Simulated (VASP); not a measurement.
# CuO (C2/c) in VASP: notebook

Aim: see how the results for CuO move with the level of theory and the settings. Levels: LDA, PBE+D3(BJ). Tasks: single point.

Everything below comes from runs of VASP 6.6.1. Logs are shortened: lines on timing, memory, paths and dates and some standing lists are left out, and cuts for length are marked.

## 1. The cell of the first run

Symmetry: C2/c, No. 15, monoclinic system. Conventional cell: a = 4.652 Å, b = 3.400 Å, c = 5.094 Å, α = 90.00°, β = 99.54°, γ = 90.00°. Within 2.6 Å of Cu (site symmetry -1) lie 4 O at 1.94 to 1.95 Å. O (site symmetry 2) has 6 Cu at 1.94 to 2.77 Å and 6 O at 2.61 to 2.88 Å within 2.9 Å.

## 2. Single point, LDA

The input, INCAR:

```
  ALGO = Normal
  EDIFF = 1E-6
  ENCUT = 820
  GGA = CA
  GGA_COMPAT = F
  ISIF = 2
  ISMEAR = -1
  LASPH = T
  LCHARG = T
  LELF = T
  LREAL = F
  LVHAR = T
  LWAVE = F
  NBANDS = 33
  NELM = 120
  PREC = Accurate
  SIGMA = 0.05
```

The input, KPOINTS:

```
k-points
0
Gamma
  10 10 5
```

The input, POSCAR:

```
CuO
1.0
    2.3261324123     -1.6998144190      0.0000000000
    2.3261324123      1.6998144190      0.0000000000
   -0.8443223728      0.0000000000      5.0239229397
Cu O
2 2
Direct
    0.5000000000      0.0000000000      0.5000000000
    0.0000000000      0.5000000000      0.0000000000
    0.4184000000      0.5816000000      0.7500000000
    0.5816000000      0.4184000000      0.2500000000
```

Potentials or basis: VASP PAW LDA potentials, release 64 (Cu_sv_GW, O).

The run is started by

```console
$ cat potpaw_LDA.64/Cu_sv_GW/POTCAR potpaw_LDA.64/O/POTCAR > POTCAR
$ mpirun -np 1 vasp_std > vasp.out
```

OUTCAR:

```text
EDIFF = 1E-6
   ENCUT = 820
   GGA = CA
   ISIF = 2
   ISMEAR = -1
   LASPH = T
   LREAL = F
   NELM = 120
   PREC = Accurate

 ion  position               nearest neighbor table
   1  0.500  0.000  0.500-   3 1.94   4 1.94   4 1.95   3 1.95
   2  0.000  0.500  0.000-   4 1.94   3 1.94   4 1.95   3 1.95
   3  0.418  0.582  0.750-   2 1.94   1 1.94   2 1.95   1 1.95
   4  0.582  0.418  0.250-   1 1.94   2 1.94   2 1.95   1 1.95

  LATTYP: Found a base centered monoclinic cell.
 ALAT       =     4.6522648246
 B/A-ratio  =     0.7307470589
 C/A-ratio  =     1.0950317057
 COS(beta)  =    -0.1657361228

  Lattice vectors:

 A1 = (   2.3261324123,  -1.6998144190,   0.0000000000)
 A2 = (   2.3261324123,   1.6998144190,   0.0000000000)
 A3 = (  -0.8443223728,   0.0000000000,   5.0239229397)

Analysis of symmetry for initial positions (statically):
=====================================================================
 Subroutine PRICEL returns:
 Original cell was already a primitive cell.

 Routine SETGRP: Setting up the symmetry group for a
 base centered monoclinic supercell.

 Subroutine GETGRP returns: Found  4 space group operations
 (whereof  2 operations were pure point group operations)
 out of a pool of  4 trial point group operations.

The static configuration has the point symmetry S_2 .
 The point group associated with its full space group is C_2h.

Analysis of symmetry for dynamics (positions and initial velocities):
=====================================================================
 Subroutine PRICEL returns:
 Original cell was already a primitive cell.

 Routine SETGRP: Setting up the symmetry group for a
 base centered monoclinic supercell.

 Subroutine GETGRP returns: Found  4 space group operations
 (whereof  2 operations were pure point group operations)
 out of a pool of  4 trial point group operations.

The dynamic configuration has the point symmetry S_2 .
 The point group associated with its full space group is C_2h.

 Subroutine INISYM returns: Found  4 space group operations
 (whereof  2 operations are pure point group operations),
 and found     1 'primitive' translations

----------------------------------------------------------------------------------------

                                     Primitive cell

  volume of cell :      39.7291

  direct lattice vectors                    reciprocal lattice vectors
     2.326132412 -1.699814419  0.000000000     0.214949071 -0.294149758  0.036124421
[... 89 lines left out ...]
   NELM   =    120;   NELMIN=  2; NELMDL= -5     # of ELM steps
   EDIFF  = 0.1E-05   stopping-criterion for ELM
   LREAL  =      F    real-space projection
   EDIFFG = 0.1E-04   stopping-criterion for IOM
   NSW    =      0    number of steps for IOM
   IBRION =     -1    ionic relax: 0-MD 1-quasi-New 2-CG
   NFREE  =      0    steps in history (QN), initial steepest desc. (CG)
   ISIF   =      2    stress and relaxation
   ISYM   =      2    0-nonsym 1-usesym 2-fastsym
   POTIM  = 0.5000    time-step for ionic-motion
   TEBEG  =    0.0;   TEEND  =   0.0 temperature during run
   PSTRESS=    0.0 pullay stress
   NELECT =      50.0000    total number of electrons
   NUPDOWN=      -1.0000    fix difference up-down
   EMIN   =  10.00;   EMAX   =-10.00  energy-range for DOS
   EFERMI =   0.00;   METHOD = LEGACY
   ISMEAR =    -1;   SIGMA  =   0.05  broadening in eV -4-tet -1-fermi 0-gaus
   EFERMI_NEDOS =   21; number of points for ismear=-14 and -15
   IALGO  =     38    algorithm
   IMIX   =      4    mixing-type and parameters
     AMIX     =   0.40;   BMIX     =  1.00
     AMIX_MAG =   1.60;   BMIX_MAG =  1.00
  volume/ion in A,a.u.               =       9.93        67.03
  Fermi-wavevector in a.u.,A,eV,Ry     =   1.767510  3.340109 42.505844  3.124091
  Thomas-Fermi vector in A             =   2.834881
   LORBIT       =      0    0 simple, 1 ext, 2 COOP (PROOUT), +10 PAW based schemes
   GGA     = CA    functional components
   LHFCALC =     F    Hartree Fock is set to
   AEXX    =    0.0000 exact exchange contribution
   IVDW    =     0    specifies the selected vdW correction
   LEPSILON=     F    determine dielectric tensor
   LRPA    =     F    only Hartree local field effects (RPA)
 non-spin polarized calculation
  energy-cutoff  :      820.00
  volume of cell :       39.73
 maximum number of plane-waves:      2140
   NGX = 13   NGY = 13   NGZ = 23

 number of electron      50.0000002 magnetization

 Free energy of the ion-electron system (eV)
  ---------------------------------------------------
  ext. energy  EPLUGINS =         0.00000000
  ---------------------------------------------------
  free energy    TOTEN  =       -23.51573573 eV

  energy without entropy =      -23.49666307  energy(sigma->0) =      -23.50619940

 E-fermi :   5.6064     XC(G=0): -12.9741

 val. band max:        5.6027463900   @ k =   0.5000   0.0000   0.0000
 cond. band min:       5.6134557251   @ k =  -0.1000  -0.0000   0.4000
 fundamental gap:      0.0107093351
 Fermi energy:         5.6063822897

 k-point     1 :       0.0000    0.0000    0.0000
  band No.  band energies     occupation
      1    -105.9520      2.00000
      2    -105.9513      2.00000
      3     -64.0678      2.00000
      4     -64.0675      2.00000
      5     -64.0342      2.00000
      6     -64.0239      2.00000
[... 853 lines left out ...]
     32      18.9342      0.00000
     33      19.9683      0.00000

 [... further k-points ...]

------------------------ aborting loop because EDIFF is reached ----------------------------------------

  FORCE on cell =-STRESS in cart. coord.  units (eV):
  Direction    XX          YY          ZZ          XY          YZ          ZX
  --------------------------------------------------------------------------------------
  -------------------------------------------------------------------------------------
  Total       -1.7750662     -0.8449974     -2.1113977      0.0000000      0.0000000     -0.0574597
  in kB      -71.5840436    -34.0766640    -85.1474636      0.0000000      0.0000000     -2.3172082
  external PRESSURE =     -63.6027237 kB  Pullay stress =       0.0000000 kB

 VOLUME and BASIS-vectors are now :
 -----------------------------------------------------------------------------
  energy-cutoff  :      820.00
  volume of cell :       39.73
      direct lattice vectors                 reciprocal lattice vectors
     2.326132412 -1.699814419  0.000000000     0.214949071 -0.294149758  0.036124421
     2.326132412  1.699814419  0.000000000     0.214949071  0.294149758  0.036124421
    -0.844322373  0.000000000  5.023922940     0.000000000  0.000000000  0.199047639

 POSITION                                       TOTAL-FORCE (eV/Angst)
 -----------------------------------------------------------------------------------
      0.74091     -0.84991      2.51196        -0.000000      0.000000      0.000000
      1.16307      0.84991      0.00000        -0.000000      0.000000      0.000000
      1.69289      0.27741      3.76794         0.000000     -0.383147      0.000000
      2.11505     -0.27741      1.25598        -0.000000      0.383147      0.000000
 -----------------------------------------------------------------------------------
    total drift:                                0.000000      0.000000      0.000000

  FREE ENERGIE OF THE ION-ELECTRON SYSTEM (eV)
  ---------------------------------------------------
  free  energy   TOTEN  =       -23.5157357268 eV

  energy  without entropy=      -23.4966630651  energy(sigma->0) =      -23.50619940
```

stdout:

```text
POSCAR found type information on POSCAR CuO
 POSCAR found :  2 types and       4 ions
 scaLAPACK will be used
 LDA part: xc-table for (Slater(with rela. corr.)+CA(PZ))
 , standard interpolation
 POSCAR, INCAR and KPOINTS ok, starting setup
 FFT: planning ... GRIDC
 FFT: planning ... GRID_SOFT
 FFT: planning ... GRID
 WAVECAR not read
 entering main loop
```

Run time: 3.6 min. Hardware: 1 thread of Intel Xeon 6975P-C (Granite Rapids), shared host; peak memory 0.42 GiB.

What came out:

```
Free energy            : -23.5157 eV
Pressure               : -6.4 GPa
Largest force          : 0.383 eV/Å
Band gap on the k mesh : zero (bands 25 and 26 overlap by 0.60 eV)
```

Forces on the atoms (eV/Å):
```
Cu   0.000  0.000  0.000
Cu   0.000  0.000  0.000
O    0.000 -0.383  0.000
O    0.000  0.383  0.000
```

Stress tensor (GPa, compression positive):
```
-7.16  0.00 -0.23
 0.00 -3.41  0.00
-0.23  0.00 -8.51
```

Levels at points of the mesh, in eV from the Fermi level:
| k point | band 22 | band 23 | band 24 | band 25 | band 26 | band 27 | band 28 | band 29 |
| --- | --- | --- | --- | --- | --- | --- | --- | --- |
| (0.00, 0.00, 0.00) | -2.28 | -2.22 | -1.68 | 0.23 | 0.97 | 1.78 | 5.94 | 8.16 |
| (0.50, 0.00, 0.00) | -1.64 | -1.55 | -1.45 | 0.00 | 0.25 | 4.70 | 6.28 | 6.95 |
| (0.50, 0.50, 0.00) | -2.19 | -1.69 | -1.24 | -0.67 | 1.09 | 3.15 | 7.00 | 8.39 |

Caveat: the stress differs along the axes, from -9 to -3 GPa; semilocal functionals often make such compounds metallic where correlation or magnetic order opens a gap, which also shifts bond lengths. With open d or f shells a metallic result of LDA can be an artefact of self-interaction; +U or a hybrid may open a gap.

## 3. Single point, PBE+D3(BJ)

This run uses another cell than the first one, of 10.13 Å³/atom.

The input, INCAR:

```
SYSTEM = CuO
PREC     = Accurate       ! precision mode
ENCUT    = 820            ! plane-wave cutoff, eV
EDIFF    = 1E-6           ! SCF threshold, eV
ISMEAR   = -1             ! smearing method
SIGMA    = 0.05           ! smearing width, eV
LREAL    = .FALSE.        ! projectors in reciprocal space
LASPH    = .TRUE.         ! aspherical terms in the spheres
NELM     = 120            ! most SCF steps
ALGO     = Normal         ! electronic algorithm
ISIF     = 2              ! what is computed and relaxed
LWAVE    = .FALSE.        ! write WAVECAR
LCHARG   = .TRUE.         ! write CHGCAR
GGA      = PE             ! functional
IVDW     = 12             ! dispersion correction
LELF     = .TRUE.         ! ELF
LVHAR    = .TRUE.       
NBANDS   = 33             ! bands
GGA_COMPAT= .FALSE.
```

The input, KPOINTS:

```
regular mesh
0
G
  10 10 5
  0 0 0
```

The input, POSCAR:

```
CuO
1.0
    2.3418500000     -1.7113000000      0.0000000000
    2.3418500000      1.7113000000      0.0000000000
   -0.8500274268      0.0000000000      5.0578693947
Cu O
2 2
Direct
    0.5000000000      0.0000000000      0.5000000000
    0.0000000000      0.5000000000      0.0000000000
    0.4184000000      0.5816000000      0.7500000000
    0.5816000000      0.4184000000      0.2500000000
```

Potentials or basis: VASP PAW PBE potentials, release 64 (Cu_sv_GW, O).

The run is started by

```console
$ cat potpaw_PBE.64/Cu_sv_GW/POTCAR potpaw_PBE.64/O/POTCAR > POTCAR
$ mpirun -np 1 vasp_std > vasp.out
```

It took 3.7 min on 1 thread of Intel Xeon 6975P-C (Granite Rapids), shared host; peak memory 0.45 GiB.

The run converged. Its results:

```yaml
Free_energy: -20.8292 eV
Pressure: 0.3 GPa
Largest_force: 0.256 eV/Å
Band_gap_on_the_k_mesh: zero (bands 25 and 26 overlap by 0.60 eV)
Dispersion_energy_per_atom: -0.283 eV
```

Forces in eV/Å, atoms in the order of the input:
```
Cu   0.000  0.000  0.000
Cu   0.000  0.000  0.000
O    0.000 -0.256  0.000
O    0.000  0.256  0.000
```

Stress tensor (GPa, compression positive):
```
-0.03  0.00 -1.14
 0.00  1.50  0.00
-1.14  0.00 -0.59
```

Levels at points of the mesh, in eV from the Fermi level:
```tsv
k point	band 22	band 23	band 24	band 25	band 26	band 27	band 28	band 29
(0.00, 0.00, 0.00)	-2.23	-2.17	-1.67	0.21	0.94	1.68	5.98	8.12
(0.50, 0.00, 0.00)	-1.61	-1.53	-1.42	0.00	0.25	4.81	6.26	6.91
(0.50, 0.50, 0.00)	-2.13	-1.65	-1.23	-0.67	1.07	3.29	7.05	8.45
```

Caveat: semilocal functionals often make such compounds metallic where correlation or magnetic order opens a gap, which also shifts bond lengths.
